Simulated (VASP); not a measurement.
AsHF, 3 atoms in the cell. The structure is tetragonal, space group P4/mmm (No. 123). The conventional cell has a = 5.846 Å, b = 5.846 Å, c = 2.306 Å, α = 90.00°, β = 90.00°, γ = 90.00°. H (site symmetry 4/mmm) has 2 F at 1.15 Å within 1.5 Å. Within 3.0 Å of As (site symmetry 4/mmm) lie 2 As at 2.31 Å. F (site symmetry 4/mmm) has 2 H at 1.15 Å within 1.5 Å. The cell was generated, and may not be a known phase.

* Program: VASP 6.6.1
* Task: relaxation of cell and atoms
* Functional: PBE
* Potentials or basis: VASP PAW PBE potentials, release 64 (H, As_d, F)
* Cutoff: 700 eV
* k mesh: 8 × 8 × 20
* Occupations: gaussian, width 0.1 eV
* Spin: no spin polarisation
* Dipole correction: no
* Further INCAR settings: ALGO = Normal; EDIFF = 1e-07; IBRION = 2; EDIFFG = -0.01; NSW = 100; ISIF = 3

Potentials or basis: VASP PAW PBE potentials, release 64 (H, As_d, F).

Run with:

```bash
$ cat potpaw_PBE.64/H/POTCAR potpaw_PBE.64/As_d/POTCAR potpaw_PBE.64/F/POTCAR > POTCAR
$ mpirun -np 1 vasp_std > vasp.out
```

Hardware: 1 thread of Intel(R) Xeon(R) 6975P-C (Granite Rapids) (shared host).

Q: Estimate the wall time of this run.

A: Run time: 21 min on 1 thread of Intel(R) Xeon(R) 6975P-C (Granite Rapids), on a shared host, peak memory 0.49 GiB. Counts: scf iterations 190, k points 165, ion steps 26.
